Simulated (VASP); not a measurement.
Input of a VASP 6.6.1 run:

Contents of INCAR:

```
ALGO     = Normal         # electronic algorithm
EDIFF    = 1E-6           # SCF threshold, eV
ENCUT    = 520            # plane-wave cutoff, eV
GGA      = PE             # functional
ISIF     = 2              # what is computed and relaxed
ISMEAR   = -1             # smearing method
LASPH    = True           # aspherical terms in the spheres
LCHARG   = False          # write CHGCAR
LREAL    = False          # projectors in reciprocal space
LWAVE    = False          # write WAVECAR
NBANDS   = 12             # bands
NELM     = 100            # most SCF steps
PREC     = Accurate       # precision mode
SIGMA    = 0.08           # smearing width, eV
```

Contents of KPOINTS:

```
k-points
0
Gamma
  17 17 17
```

File POSCAR:

```
P
1.0
    0.0000000000      1.9768345371      1.9768345371
    1.9768345371      0.0000000000      1.9768345371
    1.9768345371      1.9768345371      0.0000000000
P
2
Direct
   -0.1250000000     -0.1250000000     -0.1250000000
    0.1250000000      0.1250000000      0.1250000000
```

Potentials or basis: VASP PAW PBE potentials, release 64 (P).

The run is started by

```console
$ cat potpaw_PBE.64/P/POTCAR > POTCAR
$ mpirun -np 1 vasp_std > vasp.out
```

**Question.** Estimate the band gap on the k mesh.

**Answer.** Zero (band 5 reaches 21.73 eV, above the bottom of band 6 at 16.14 eV).

**Question.** Estimate the pressure.

**Answer.** 444.5 GPa.
